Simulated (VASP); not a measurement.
NbSi: single point with HSE06

The system is NbSi.

```
Nb Si
1.0
     3.15644    0.00000    0.00000
     0.00000    3.15644    0.00000
     0.00000    0.00000    3.15644
Nb Si
1 1
Cartesian
  0.0000 0.0000 0.0000
  1.5782 1.5782 1.5782
```

| Quantity | Value |
| --- | --- |
| Program | VASP 6.6.1 |
| Task | single point |
| Functional | HSE06 |
| Potentials or basis | VASP PAW PBE potentials, release 64 (Nb_sv, Si) |
| Cutoff | 520 eV |
| k mesh | 4 × 4 × 4 |
| Occupations | fermi-dirac, width 0.05 eV |
| Spin | non-collinear spin, zero start, spin-orbit coupling |
| Starting moments | [[0.0, 0.0, 0.0], [0.0, 0.0, 0.0]] μB |

| Quantity | Value |
| --- | --- |
| Pressure | -2.0 GPa |
| Net moment | 0.50 μB per cell |
| Valence electrons inside the program's atomic spheres | Nb 10.69; Si 1.68 |

Moments on the atoms (μB; x, y, z):
```
Nb  0.00 0.00 0.00
Si  0.00 0.00 0.00
```

It took 110 min on 1 thread of Intel(R) Xeon(R) Platinum 8259CL CPU @ 2.50GHz (Skylake/Cascade Lake), with other jobs on the host, peak memory 0.31 GiB.

Caveat: the k points lie up to 0.50 Å⁻¹ apart; the PAW data sets were made with another functional, which shifts forces and pressure a little.
